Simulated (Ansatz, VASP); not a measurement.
**Two plane-wave programs on NaCl**

POSCAR

```
NaCl
1.0
    0.0000000000      3.2722004169      2.6721183771
    3.2722004169      0.0000000000      2.6721183771
    3.2722004169      3.2722004169      0.0000000000
Na Cl
1 1
Direct
    0.0000000000      0.0000000000      0.0000000000
    0.2500000000      0.2500000000      0.2500000000
```

INCAR.step1

```
ALGO = Normal ; EDIFF = 1E-4
ENCUT = 520 ; GGA = PE
ISMEAR = 0 ; LASPH = T
LCHARG = F ; LREAL = F
LWAVE = T ; NBANDS = 14
NELM = 100 ; PREC = Accurate
SIGMA = 0.01
```

File INCAR.step2:

```
ALGO = Normal ; EDIFF = 1E-6
ENCUT = 520 ; ISIF = 2
ISMEAR = 0 ; ISTART = 1
LASPH = T ; LCHARG = T
LELF = T ; LMIXTAU = T
LREAL = F ; LVHAR = T
LWAVE = F ; METAGGA = R2SCAN
NBANDS = 14 ; NELM = 100
PREC = Accurate ; SIGMA = 0.01
```

KPOINTS

```
k-points
0
Gamma
  8 8 8
```

Input for Ansatz:

```yaml
crystal:
  lattice:
    - [0.0, 3.2722004169, 2.6721183771]
    - [3.2722004169, 0.0, 2.6721183771]
    - [3.2722004169, 3.2722004169, 0.0]
  atoms:
    - { symbol: Na, position: [0.0, 0.0, 0.0] }
    - { symbol: Cl, position: [0.25, 0.25, 0.25] }
kpoints:
  mp_grid: { grid: [8, 8, 8] }
  band_path:
    path:
      - [0.0, 0.0, 0.0]
      - [-0.5, -0.5, 0.0]
      - [-0.375, -0.375, 0.25]
      - [-0.375, 0.0, 0.375]
      - [0.0, 0.0, 0.5]
      - [-0.5, -0.25, 0.25]
    npoints: 1
hamiltonian:
  xc: r2scan
scf:
  occupations: { method: fixed }
  n_extra_bands: 4
output:
  forces: true
  stress: true
  eigenvalues: true
```

Change from the starting cell: epitaxial_xy strain +6.0%.

Alike in both runs: task single point; functional r2SCAN; k mesh 8 × 8 × 8; no spin polarisation.

|  | VASP | Ansatz |
| --- | --- | --- |
| version | VASP 6.6.1 | Ansatz 0.2.0 |
| potentials or method | VASP PAW PBE potentials, release 64 (Na_pv, Cl) | plane waves, PAW |
| plane-wave cutoff (eV) | 520 | 500 |
| occupations | gaussian, width 0.01 eV | fixed |
| valence electrons in the cell | 14 | 16 |

```tsv
	VASP	Ansatz	Ansatz less VASP
gap on the k mesh at the Fermi level (eV)	5.48	5.47	-0.015
pressure (GPa)	-0.1	0.1	+0.16
traceless stress, the component that is largest in VASP (GPa)	-0.08	-0.09	-0.007
```

VASP's potentials were made for PBE, not for r2SCAN. VASP's potentials hold 14 valence electrons a cell and Ansatz's 16, so a difference there can come from the potentials and not from the codes.
